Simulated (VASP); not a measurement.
A run of VASP 6.6.1 is set up as follows.

File INCAR:

```
SYSTEM = Sr2C
PREC = Accurate ; ENCUT = 520
EDIFF = 1E-6 ; ISMEAR = -1
SIGMA = 0.02 ; LREAL = .False.
LASPH = .True. ; NELM = 80
ALGO = Normal ; ISIF = 2
LWAVE = .False. ; LCHARG = .False.
GGA = PS ; NBANDS = 19
```

File KPOINTS:

```
Automatic mesh
0
Gamma
  4 4 4
  0 0 0
```

The input POSCAR:

```
Sr2C
1.0
    0.0000000000      3.3601424449      3.3601424449
    3.3601424449      0.0000000000      3.3601424449
    3.3601424449      3.3601424449      0.0000000000
C Sr
1 2
Direct
    0.0000000000      0.0000000000      0.0000000000
    0.2500000000      0.2500000000      0.2500000000
    0.7500000000      0.7500000000      0.7500000000
```

Potentials or basis: VASP PAW PBE potentials, release 64 (C, Sr_sv).

Launch:

```sh
$ cat potpaw_PBE.64/C/POTCAR potpaw_PBE.64/Sr_sv/POTCAR > POTCAR
$ mpirun -np 1 vasp_std > vasp.out
```

(1) What does it give for the pressure?

(2) Estimate the band gap on the k mesh.

Answers

(1) -1.6 GPa.

(2) zero (bands 12 and 13 overlap by 0.08 eV).

Caveat: the k points lie up to 0.40 Å⁻¹ apart; the structure was generated, so it needn't be the stable form of Sr2C; the PAW data sets were made with another functional, which shifts forces and pressure a little.
